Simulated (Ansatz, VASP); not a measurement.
One calculation of AlGa3Ru, two programs

File INCAR:

```
ALGO     = Normal         # electronic algorithm
EDIFF    = 1E-6           # SCF threshold, eV
EDIFFG   = -0.04          # ionic threshold
ENCUT    = 600            # plane-wave cutoff, eV
GGA      = PE             # functional
IBRION   = 2              # ionic algorithm
ISIF     = 3              # what is computed and relaxed
ISMEAR   = 0              # smearing method
LASPH    = True           # aspherical terms in the spheres
LCHARG   = False          # write CHGCAR
LREAL    = False          # projectors in reciprocal space
LWAVE    = False          # write WAVECAR
NELM     = 60             # most SCF steps
NSW      = 90             # ionic steps
PREC     = Accurate       # precision mode
SIGMA    = 0.1            # smearing width, eV
```

The input KPOINTS:

```
k-points
0
Gamma
  4 4 4
```

The input POSCAR:

```
AlGa3Ru
1.0
    4.0921542949      0.0000000000      0.0000000000
    0.0000000000      4.0921542949      0.0000000000
    0.0000000000      0.0000000000      4.1434344239
Al Ga Ru
1 3 1
Direct
    0.0000000000      0.0000000000      0.0000000000
    0.5000000000      0.5000000000      0.9750000000
    0.0000000000      0.5000000000      0.4850000000
    0.5000000000      0.0000000000      0.4850000000
    0.5000000000      0.5000000000      0.5150000000
```

Input for Ansatz:

```yaml
crystal:
  lattice:
    - [4.0921542949, 0.0, 0.0]
    - [0.0, 4.0921542949, 0.0]
    - [0.0, 0.0, 4.1434344239]
  atoms:
    - { symbol: Al, position: [0.0, 0.0, 0.0] }
    - { symbol: Ga, position: [0.5, 0.5, 0.975] }
    - { symbol: Ga, position: [0.0, 0.5, 0.485] }
    - { symbol: Ga, position: [0.5, 0.0, 0.485] }
    - { symbol: Ru, position: [0.5, 0.5, 0.515] }
basis:
  ecutwfc: 420
kpoints:
  mp_grid: { grid: [4, 4, 4] }
hamiltonian:
  xc: pbe
scf:
  occupations: { method: gaussian, width: 0.1 }
  lower_state_search: "off"
output:
  forces: true
  stress: true
  eigenvalues: true
relax:
  adjacent_minimum: "off"
  f_tol: 0.04
  max_steps: 70
  cell: { stress_tol: 0.4 }
```

Alike in both runs: task relaxation of cell and atoms; functional PBE; k mesh 4 × 4 × 4; occupations gaussian, width 0.1 eV; no spin polarisation.

|  | VASP | Ansatz |
| --- | --- | --- |
| version | VASP 6.6.1 | Ansatz 0.2.0 |
| potentials or method | VASP PAW PBE potentials, release 64 (Al, Ga_d, Ru_pv), cutoff 600 eV | scalar-relativistic, plane waves, PAW |
| valence electrons in the cell | 56 | 58 |

```tsv
	VASP	Ansatz	Ansatz less VASP
gap on the k mesh at the Fermi level, each at its own relaxed structure (eV)	none	none	-
relaxed volume (Å³/atom)	22.10	22.26	+0.166
relaxed length of the cell vector where the two differ most in proportion (Å)	4.803	4.842	+0.0390
```

A gap of «none» marks a metal or a gap that the smearing closes. VASP's potentials hold 56 valence electrons a cell and Ansatz's 58, so a difference there can come from the potentials and not from the codes.

The k mesh is coarse, so the values compare programs but aren't converged. Noted on VASP's run: the volume moved by over 15 % at a fixed basis, so the end points are rough.
